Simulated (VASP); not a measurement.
Runs of VASP 6.6.1 on ScAl3. The structure is that of space group Pm-3m (No. 221), or close to it. The cells are those of the table. 

```tsv
level	potentials or basis	cell	k mesh	gap on the mesh (eV)	pressure (GPa)
PBE	VASP PAW PBE potentials, release 64 (Sc_sv, Al)	a = 4.088 Å, 4 atoms	6 × 6 × 6	none	(a)
PBE	VASP PAW PBE potentials, release 64 (Sc_sv, Al)	a = 4.047, b = 4.047, c = 4.088 Å, 4 atoms	6 × 6 × 6	none	3.0
LDA	VASP PAW LDA potentials, release 64 (Sc_sv, Al)	a = 4.088 Å, 4 atoms	7 × 7 × 7	none	-3.6
PBE	VASP PAW PBE potentials, release 64 (Sc_sv, Al)	a = 3.924, b = 3.924, c = 4.088 Å, 4 atoms	6 × 6 × 6	none	10.1
PBE	VASP PAW PBE potentials, release 64 (Sc_sv, Al)	a = 4.129, b = 4.129, c = 4.088 Å, 4 atoms	6 × 6 × 6	none	(b)
```

Alike in all rows: task single point; no spin polarisation; cutoff (eV) 520; smearing fermi-dirac 0.05 eV.

Task: Estimate the missing entries.

Result: (a) 1.1; (b) -0.6.

Caveats: the cell stands under pressure (at least some runs); the cell stands under tension (at least some runs); the stress differs along the axes, from 6 to 12 GPa (at least some runs).

A gap of «none» marks levels without a gap at the run's occupations.
